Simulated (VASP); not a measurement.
# OsPd: relaxation of cell and atoms with PBE

OsPd:

```
Pd Os
1.0
     3.09761    0.00000    0.00000
     0.00000    3.09761    0.00000
     0.00000    0.00000    3.09761
Pd Os
1 1
Direct
  0.50000 0.50000 0.50000
  0.00000 0.00000 0.00000
```

```json
{"Program": "VASP 6.6.1", "Task": "relaxation of cell and atoms", "Functional": "PBE", "Potentials or basis": "VASP PAW PBE potentials, release 64 (Pd, Os)", "Cutoff": "600 eV", "k mesh": "18 × 18 × 18", "Occupations": "gaussian, width 0.1 eV", "Spin": "no spin polarisation", "Dipole correction": "no", "Further INCAR settings": "ALGO = Fast; EDIFF = 1e-07; IBRION = 2; EDIFFG = -0.01; NSW = 100; ISIF = 3"}
```

The relaxed volume is 14.84 Å³/atom, the relaxed cell is a = 3.096 Å, b = 3.096 Å, c = 3.096 Å, α = 90.00°, β = 90.00°, γ = 90.00° and the space group after relaxing (to 0.1 Å) is Pm-3m (No. 221). The energy gained by relaxing is 0.0 meV/atom. The ionic steps are 3, the pressure after relaxing is 0.0 GPa and the band gap on the k mesh is zero (bands 9 and 10 overlap by 1.94 eV).

Final structure:
```yaml
crystal:
  lattice:
    - [3.09600, 0.00000, 0.00000]
    - [0.00000, 3.09600, 0.00000]
    - [0.00000, 0.00000, 3.09600]
  atoms:
    - { symbol: Pd, position: [0.50000, 0.50000, 0.50000] }
    - { symbol: Os, position: [0.00000, 0.00000, 0.00000] }
```

Levels at points of the mesh, in eV from the Fermi level:
| k point | band 5 | band 6 | band 7 | band 8 | band 9 | band 10 | band 11 | band 12 | band 13 |
| --- | --- | --- | --- | --- | --- | --- | --- | --- | --- |
| (0.00, 0.00, 0.00) | -3.36 | -3.36 | -0.64 | -0.64 | 1.41 | 1.41 | 1.41 | 8.48 | 8.48 |
| (0.50, 0.00, 0.00) | -3.14 | -3.14 | -2.34 | -1.62 | -1.62 | -0.06 | -0.04 | 1.94 | 15.72 |
| (0.50, 0.50, 0.00) | -1.47 | -1.19 | -0.32 | 0.62 | 0.62 | 1.25 | 1.72 | 1.72 | 6.87 |
| (0.50, 0.50, 0.50) | -3.77 | -3.77 | -1.41 | -1.41 | 1.35 | 1.35 | 6.84 | 7.66 | 8.84 |

Wall time 110 s on 1 thread of Intel(R) Xeon(R) 6975P-C (Granite Rapids), on a shared host, peak memory 0.26 GiB.

Caveat: spin-orbit coupling is left out, which moves the levels of the heavy elements.
